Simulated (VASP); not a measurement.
# Al7GaN8 (P3m1) in VASP: single point with r2SCAN

Aim: the single point of Al7GaN8 with r2SCAN.

Everything below comes from runs of VASP 6.6.1. Logs are shortened: lines on timing, memory, paths and dates and some standing lists are left out, and cuts for length are marked.

### Step 1. The cell of the first run

Symmetry: P3m1, No. 156, trigonal system. The conventional cell has a = 6.231 Å, b = 6.231 Å, c = 5.009 Å, α = 90.00°, β = 90.00°, γ = 120.00°. Within 2.5 Å of Al (site symmetry m) lie 4 N at 1.88 to 1.90 Å. Al (site symmetry m) has 4 N at 1.89 to 1.90 Å within 2.5 Å. Al (site symmetry 3m) has 4 N at 1.89 to 1.91 Å within 2.5 Å. Within 2.6 Å of Ga (site symmetry 3m) lie 4 N at 1.94 to 1.96 Å. N (site symmetry m) has 4 Al at 1.89 to 1.90 Å within 2.5 Å. Within 2.5 Å of N (site symmetry 3m) lie 3 Al at 1.89 Å and 1 Ga at 1.96 Å. Within 2.5 Å of N (site symmetry m) lie 3 Al at 1.88 to 1.90 Å and 1 Ga at 1.94 Å. N (site symmetry 3m) has 4 Al at 1.89 to 1.91 Å within 2.5 Å.

### Step 2. Single point, r2SCAN

File POSCAR:

```
Al7GaN8
1.0
    0.0000000000      0.0000000000     -5.0093664931
   -3.1152700444      5.3958059961      0.0000000000
    6.2305400887      0.0000000000      0.0000000000
Al Ga N
7 1 8
Direct
    0.5028014328      0.1662004499      0.3331002250
    0.5028014328      0.6668997750      0.3331002250
    0.5028014328      0.6668997750      0.8337995501
    0.0029419445      0.3341765515      0.1683531031
    0.0033946263      0.8333333333      0.1666666667
    0.0029419445      0.3341765515      0.6658234485
    0.0029419445      0.8316468969      0.6658234485
    0.5019009251      0.1666666667      0.8333333333
    0.1232929382      0.1662524894      0.3331262447
    0.1232929382      0.6668737553      0.3331262447
    0.1111013023      0.1666666667      0.8333333333
    0.1232929382      0.6668737553      0.8337475106
    0.6246289220      0.3370463844      0.1740927689
    0.6226074336      0.8333333333      0.1666666667
    0.6246289220      0.3370463844      0.6629536156
    0.6246289220      0.8259072311      0.6629536156
```

File INCAR.step1:

```
PREC = Accurate ; ENCUT = 520
ISMEAR = 0 ; SIGMA = 0.02
LREAL = Auto ; LASPH = True
NELM = 60 ; NBANDS = 51
GGA = PE ; ALGO = Normal
EDIFF = 1E-4 ; LWAVE = True
LCHARG = False
```

File INCAR.step2:

```
PREC = Accurate ; ENCUT = 520
EDIFF = 1E-6 ; ISMEAR = 0
SIGMA = 0.02 ; LREAL = Auto
LASPH = True ; NELM = 60
ALGO = Normal ; ISIF = 2
LWAVE = False ; LCHARG = False
METAGGA = R2SCAN ; LMIXTAU = True
NBANDS = 51 ; ISTART = 1
```

File KPOINTS:

```
regular mesh
0
Gamma
  6 6 6
```

Potentials or basis: VASP PAW PBE potentials, release 64 (Al, Ga_d, N).

Run with:

```
> cat potpaw_PBE.64/Al/POTCAR potpaw_PBE.64/Ga_d/POTCAR potpaw_PBE.64/N/POTCAR > POTCAR
> cp INCAR.step1 INCAR
> mpirun -np 1 vasp_std > vasp.out
> cp INCAR.step2 INCAR
> mpirun -np 1 vasp_std > vasp.out
```

OUTCAR:

```text
PREC = Accurate
   ENCUT = 520
   EDIFF = 1E-6
   ISMEAR = 0
   LREAL = Auto
   LASPH = True
   NELM = 60
   ISIF = 2
   METAGGA = R2SCAN
   ISTART = 1

 ion  position               nearest neighbor table
   1  0.503  0.166  0.333-  15 1.88  13 1.88  14 1.89   9 1.90   5 3.08   6 3.08   4 3.08   6 3.08
                             4 3.08   5 3.08   3 3.11   2 3.11   8 3.12   8 3.12   3 3.12   2 3.12
   2  0.503  0.667  0.333-  16 1.88  13 1.88  14 1.89  10 1.90   5 3.08   7 3.08   4 3.08   7 3.08
                             4 3.08   5 3.08   3 3.11   1 3.11   8 3.12   8 3.12   3 3.12   1 3.12
   3  0.503  0.667  0.834-  15 1.88  16 1.88  14 1.89  12 1.90   5 3.08   6 3.08   7 3.08   6 3.08
                             7 3.08   5 3.08   1 3.11   2 3.11   8 3.12   8 3.12   1 3.12   2 3.12
   4  0.003  0.334  0.168-  11 1.89   9 1.89  10 1.89  13 1.90   2 3.08   1 3.08   2 3.08   1 3.08
                             8 3.08   8 3.09   7 3.10   6 3.10   5 3.12   5 3.12   7 3.13   6 3.13
   5  0.003  0.833  0.167-  10 1.89  12 1.89   9 1.89  14 1.91   3 3.08   1 3.08   2 3.08   3 3.08
                             1 3.08   2 3.08   6 3.12   6 3.12   7 3.12   7 3.12   4 3.12   4 3.12
   6  0.003  0.334  0.666-  11 1.89   9 1.89  12 1.89  15 1.90   1 3.08   3 3.08   1 3.08   3 3.08
                             8 3.08   8 3.09   4 3.10   7 3.10   5 3.12   5 3.12   4 3.13   7 3.13
   7  0.003  0.832  0.666-  11 1.89  12 1.89  10 1.89  16 1.90   2 3.08   3 3.08   2 3.08   3 3.08
                             8 3.08   8 3.09   4 3.10   6 3.10   5 3.12   5 3.12   4 3.13   6 3.13
   8  0.502  0.167  0.833-  15 1.94  13 1.94  16 1.94  11 1.96   6 3.08   4 3.08   7 3.08   6 3.09
                             4 3.09   7 3.09   1 3.12   3 3.12   2 3.12   2 3.12   1 3.12   3 3.12
   9  0.123  0.166  0.333-   4 1.89   6 1.89   5 1.89   1 1.90
  10  0.123  0.667  0.333-   7 1.89   4 1.89   5 1.89   2 1.90
  11  0.111  0.167  0.833-   6 1.89   4 1.89   7 1.89   8 1.96
  12  0.123  0.667  0.834-   7 1.89   6 1.89   5 1.89   3 1.90
  13  0.625  0.337  0.174-   2 1.88   1 1.88   4 1.90   8 1.94
  14  0.623  0.833  0.167-   3 1.89   1 1.89   2 1.89   5 1.91
  15  0.625  0.337  0.663-   1 1.88   3 1.88   6 1.90   8 1.94
  16  0.625  0.826  0.663-   2 1.88   3 1.88   7 1.90   8 1.94

  LATTYP: Found a hexagonal cell.
 ALAT       =     6.2305400887
 C/A-ratio  =     0.8040019680

  Lattice vectors:

 A1 = (  -3.1152700444,   5.3958059961,   0.0000000000)
 A2 = (   6.2305400887,   0.0000000000,   0.0000000000)
 A3 = (   0.0000000000,   0.0000000000,  -5.0093664931)

Analysis of symmetry for initial positions (statically):
=====================================================================
 Subroutine PRICEL returns:
 Original cell was already a primitive cell.

 Routine SETGRP: Setting up the symmetry group for a
 hexagonal supercell.

 Subroutine GETGRP returns: Found  6 space group operations
 (whereof  2 operations were pure point group operations)
 out of a pool of 24 trial point group operations.

The static configuration has the point symmetry C_1h.
 The point group associated with its full space group is C_3v.

Analysis of symmetry for dynamics (positions and initial velocities):
=====================================================================
 Subroutine PRICEL returns:
 Original cell was already a primitive cell.

 Routine SETGRP: Setting up the symmetry group for a
 hexagonal supercell.

 Subroutine GETGRP returns: Found  6 space group operations
 (whereof  2 operations were pure point group operations)
 out of a pool of 24 trial point group operations.

The dynamic configuration has the point symmetry C_1h.
 The point group associated with its full space group is C_3v.

 Subroutine INISYM returns: Found  6 space group operations
 (whereof  2 operations are pure point group operations),
 and found     1 'primitive' translations

----------------------------------------------------------------------------------------

                                     Primitive cell

  volume of cell :     168.4088

  direct lattice vectors                    reciprocal lattice vectors
     0.000000000  0.000000000 -5.009366493     0.000000000  0.000000000 -0.199626041
    -3.115270044  5.395805996  0.000000000     0.000000000  0.185329124  0.000000000
     6.230540089  0.000000000  0.000000000     0.160499730  0.092664562  0.000000000

  length of vectors
     5.009366493  6.230540089  6.230540089     0.199626041  0.185329124  0.185329124

  position of ions in fractional coordinates (direct lattice)
     0.502801433  0.166200450  0.333100225
     0.502801433  0.666899775  0.333100225
     0.502801433  0.666899775  0.833799550
     0.002941945  0.334176552  0.168353103
     0.003394626  0.833333333  0.166666667
     0.002941945  0.334176552  0.665823448
[... 8 lines left out ...]
     0.624628922  0.337046384  0.662953616
     0.624628922  0.825907231  0.662953616

  ion indices of the primitive-cell ions
   primitive index   ion index
                 1           1
                 2           2
                 3           3
                 4           4
                 5           5
                 6           6
[... 8 lines left out ...]
                15          15
                16          16

----------------------------------------------------------------------------------------

 KPOINTS: regular mesh

Automatic generation of k-mesh.
 Grid dimensions read from file:
 generate k-points for:    6    6    6

 Generating k-lattice:

  Cartesian coordinates                     Fractional coordinates (reciprocal lattice)
     0.000000000  0.000000000 -0.033271007     0.166666667  0.000000000  0.000000000
     0.000000000  0.030888187  0.000000000     0.000000000  0.166666667  0.000000000
     0.026749955  0.015444094  0.000000000     0.000000000  0.000000000  0.166666667

  Length of vectors
     0.033271007  0.030888187  0.030888187

  Shift w.r.t. Gamma in fractional coordinates (k-lattice)
     0.000000000  0.000000000  0.000000000

 Subroutine IBZKPT returns following result:
 ===========================================

 Found     34 irreducible k-points:

 Following reciprocal coordinates:
            Coordinates               Weight
  0.000000  0.000000  0.000000      1.000000
  0.166667  0.000000  0.000000      2.000000
  0.333333  0.000000  0.000000      2.000000
  0.500000  0.000000  0.000000      1.000000
  0.000000  0.166667  0.000000      6.000000
  0.166667  0.166667  0.000000      6.000000
[... 16 lines left out ...]
  0.333333  0.166667  0.166667     12.000000
  0.500000  0.166667  0.166667      6.000000
 [... further k-points ...]
   k-points           NKPTS =     34   k-points in BZ     NKDIM =     34   number of bands    NBANDS=     51
   number of dos      NEDOS =    301   number of ions     NIONS =     16
   total plane-waves  NPLWV =  92160
   dimension x,y,z NGX =    40 NGY =   48 NGZ =   48
   dimension x,y,z NGXF=    80 NGYF=   96 NGZF=   96
   ions per type =               7   1   8
   NGX,Y,Z   is equivalent  to a cutoff of  13.27, 12.81, 12.81 a.u.
   NGXF,Y,Z  is equivalent  to a cutoff of  26.55, 25.62, 25.62 a.u.
 SYSTEM =  unknown system
   PREC   = accura    normal or accurate (medium, high low for compatibility)
   ISTART =      1    job   : 0-new  1-cont  2-samecut
   ICHARG =      0    charge: 1-file 2-atom 10-const
   ISPIN  =      1    spin polarized calculation?
   LNONCOLLINEAR =      F non collinear calculations
   LSORBIT =      F    spin-orbit coupling
   LASPH  =      T    aspherical Exc in radial PAW
   ENCUT  =  520.0 eV  38.22 Ry    6.18 a.u.   9.31 11.58 11.58*2*pi/ulx,y,z
   NELM   =     60;   NELMIN=  2; NELMDL=  0     # of ELM steps
   EDIFF  = 0.1E-05   stopping-criterion for ELM
   LREAL  =      T    real-space projection
   EDIFFG = 0.1E-04   stopping-criterion for IOM
   NSW    =      0    number of steps for IOM
   IBRION =     -1    ionic relax: 0-MD 1-quasi-New 2-CG
   NFREE  =      0    steps in history (QN), initial steepest desc. (CG)
   ISIF   =      2    stress and relaxation
   ISYM   =      2    0-nonsym 1-usesym 2-fastsym
   POTIM  = 0.5000    time-step for ionic-motion
   TEBEG  =    0.0;   TEEND  =   0.0 temperature during run
   PSTRESS=    0.0 pullay stress
   NELECT =      74.0000    total number of electrons
   NUPDOWN=      -1.0000    fix difference up-down
   EMIN   =  10.00;   EMAX   =-10.00  energy-range for DOS
   EFERMI =   0.00;   METHOD = LEGACY
   ISMEAR =     0;   SIGMA  =   0.02  broadening in eV -4-tet -1-fermi 0-gaus
   EFERMI_NEDOS =   21; number of points for ismear=-14 and -15
   IALGO  =     38    algorithm
   IMIX   =      4    mixing-type and parameters
     AMIX     =   0.40;   BMIX     =  1.00
     AMIX_MAG =   1.60;   BMIX_MAG =  1.00
  volume/ion in A,a.u.               =      10.53        71.03
  Fermi-wavevector in a.u.,A,eV,Ry     =   1.244602  2.351957 21.075886  1.549034
  Thomas-Fermi vector in A             =   2.378861
   LORBIT       =      0    0 simple, 1 ext, 2 COOP (PROOUT), +10 PAW based schemes
   METAGGA = R2SCAN    functional components
   LHFCALC =     F    Hartree Fock is set to
   AEXX    =    0.0000 exact exchange contribution
   IVDW    =     0    specifies the selected vdW correction
   LEPSILON=     F    determine dielectric tensor
   LRPA    =     F    only Hartree local field effects (RPA)
 non-spin polarized calculation
 Gauss-broadening in eV      SIGMA  =   0.02
  energy-cutoff  :      520.00
  volume of cell :      168.41
 maximum number of plane-waves:      4584
 NGX is ok and might be reduce to    40
   NGX = 19   NGY = 23   NGZ = 23

 number of electron      74.0000006 magnetization

 Free energy of the ion-electron system (eV)
  ---------------------------------------------------
  ext. energy  EPLUGINS =         0.00000000
  ---------------------------------------------------
  free energy    TOTEN  =      -156.47619966 eV

  energy without entropy =     -156.47619966  energy(sigma->0) =     -156.47619966

 E-fermi :   5.9237     XC(G=0): -11.5850

 val. band max:        5.7711974970   @ k =   0.0000   0.0000   0.0000
 cond. band min:      10.2902260200   @ k =   0.0000   0.0000   0.0000
 fundamental gap:      4.5190285229
 Fermi energy:         5.9237125682

 k-point     1 :       0.0000    0.0000    0.0000
  band No.  band energies     occupation
      1     -10.2835      2.00000
      2      -8.7110      2.00000
      3      -8.7110      2.00000
      4      -8.6960      2.00000
      5      -8.3294      2.00000
      6      -7.8655      2.00000
[... 41 lines left out ...]
     48      14.7668      0.00000
     49      16.8528      0.00000

 k-point     2 :       0.1667    0.0000    0.0000
  band No.  band energies     occupation
      1     -10.1807      2.00000
      2      -8.7362      2.00000
      3      -8.6852      2.00000
      4      -8.6852      2.00000
      5      -8.3434      2.00000
      6      -7.9036      2.00000
[... 41 lines left out ...]
     48      15.4880      0.00000
     49      16.3495      0.00000

 k-point     3 :       0.3333    0.0000    0.0000
  band No.  band energies     occupation
      1      -9.8886      2.00000
      2      -8.9924      2.00000
      3      -8.6294      2.00000
      4      -8.6294      2.00000
      5      -8.3279      2.00000
      6      -7.9707      2.00000
[... 1081 lines left out ...]
     48      15.6246      0.00000
     49      15.6931      0.00000

 k-point    24 :       0.5000    0.1667    0.1667
  band No.  band energies     occupation
      1      -9.3320      2.00000
      2      -9.1656      2.00000
      3      -8.7022      2.00000
      4      -8.6197      2.00000
      5      -8.3853      2.00000
      6      -8.1528      2.00000
[... 41 lines left out ...]
     48      15.8184      0.00000
     49      15.9076      0.00000

 [... further k-points ...]

 [bands above 49 left out]

------------------------ aborting loop because EDIFF is reached ----------------------------------------

  FORCE on cell =-STRESS in cart. coord.  units (eV):
  Direction    XX          YY          ZZ          XY          YZ          ZX
  --------------------------------------------------------------------------------------
  -------------------------------------------------------------------------------------
  Total       -0.2053196     -0.2053196     -0.1918844      0.0000000      0.0000000      0.0000000
  in kB       -1.9533321     -1.9533321     -1.8255150      0.0000000      0.0000000      0.0000000
  external PRESSURE =      -1.9107264 kB  Pullay stress =       0.0000000 kB

 VOLUME and BASIS-vectors are now :
 -----------------------------------------------------------------------------
  energy-cutoff  :      520.00
  volume of cell :      168.41
      direct lattice vectors                 reciprocal lattice vectors
     0.000000000  0.000000000 -5.009366493     0.000000000  0.000000000 -0.199626041
    -3.115270044  5.395805996  0.000000000     0.000000000  0.185329124  0.000000000
     6.230540089  0.000000000  0.000000000     0.160499730  0.092664562  0.000000000

 POSITION                                       TOTAL-FORCE (eV/Angst)
 -----------------------------------------------------------------------------------
      1.55764      0.89679     -2.51872        -0.000000      0.001058      0.002655
     -0.00218      3.59846     -2.51872         0.000916     -0.000529      0.002655
      3.11745      3.59846     -2.51872        -0.000916     -0.000529      0.002655
      0.00788      1.80315     -0.01474         0.003342      0.001929      0.000785
     -1.55764      4.49650     -0.01700         0.000000      0.000000     -0.004317
      3.10739      1.80315     -0.01474        -0.003342      0.001929      0.000785
[... 8 lines left out ...]
      3.08057      1.81864     -3.12900        -0.063543      0.036687     -0.023622
      1.55764      4.45644     -3.12900         0.000000     -0.073373     -0.023622
 -----------------------------------------------------------------------------------
    total drift:                                0.000006      0.000004     -0.025293

  FREE ENERGIE OF THE ION-ELECTRON SYSTEM (eV)
  ---------------------------------------------------
  free  energy   TOTEN  =      -156.4761996619 eV

  energy  without entropy=     -156.4761996619  energy(sigma->0) =     -156.47619966
```

Run time: 11 min. Hardware: 1 thread of Intel Xeon Platinum 8481C at 2.70GHz (Sapphire Rapids), shared host; peak memory 0.42 GiB.

What came out:

```
Free energy            : -156.4762 eV
Pressure               : -0.2 GPa
Largest force          : 0.077 eV/Å
Band gap on the k mesh : 4.52 eV
```

Forces in eV/Å, atoms in the order of the input:
```
Al   0.000  0.001  0.003
Al   0.001 -0.001  0.003
Al  -0.001 -0.001  0.003
Al   0.003  0.002  0.001
Al   0.000  0.000 -0.004
Al  -0.003  0.002  0.001
Al   0.000 -0.004  0.001
Ga   0.000  0.000  0.000
N    0.000  0.000 -0.002
N    0.000  0.000 -0.002
N    0.000  0.000  0.070
N    0.000  0.000 -0.002
N    0.064  0.037 -0.024
N    0.000  0.000  0.001
N   -0.064  0.037 -0.024
N    0.000 -0.073 -0.024
```

Caveat: the PAW data sets were made with another functional, which shifts forces and pressure a little. A k mesh can miss the band edges.
